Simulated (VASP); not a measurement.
Input of a VASP 6.6.1 run:

The input INCAR:

```
SYSTEM = MgS
PREC = Accurate
ENCUT = 520
EDIFF = 1E-6
ISMEAR = 0
SIGMA = 0.1
LREAL = .FALSE.
LASPH = .TRUE.
NELM = 100
ALGO = Normal
ISIF = 2
LWAVE = .FALSE.
LCHARG = .FALSE.
GGA = PE
NBANDS = 11
```

KPOINTS

```
Automatic mesh
0
G
  6 6 4
  0 0 0
```

POSCAR

```
MgS
1.0
    3.2502651300      0.0000000000      0.0000000000
   -1.6251325600      2.8148121700      0.0000000000
    0.0000000000      0.0000000000      5.0148897600
Mg S
1 1
Direct
    0.0000000000      0.0000000000      0.9907626500
    0.0000000000      0.0000000000      0.5954838200
```

Potentials or basis: VASP PAW PBE potentials, release 64 (Mg, S).

Command:

```sh
$ cat potpaw_PBE.64/Mg/POTCAR potpaw_PBE.64/S/POTCAR > POTCAR
$ mpirun -np 1 vasp_std > vasp.out
```

(1) Estimate the pressure.

(2) Estimate the band gap on the k mesh.

(3) Predict the largest force.

Answers

(1) 12.3 GPa.

(2) zero (band 4 reaches 3.75 eV, above the bottom of band 5 at 2.43 eV).

(3) 5.950 eV/Å.

Caveat: the k points lie up to 0.37 Å⁻¹ apart; forces of over 1 eV/Å act on the atoms, so gaps and moduli don't describe the material at rest.
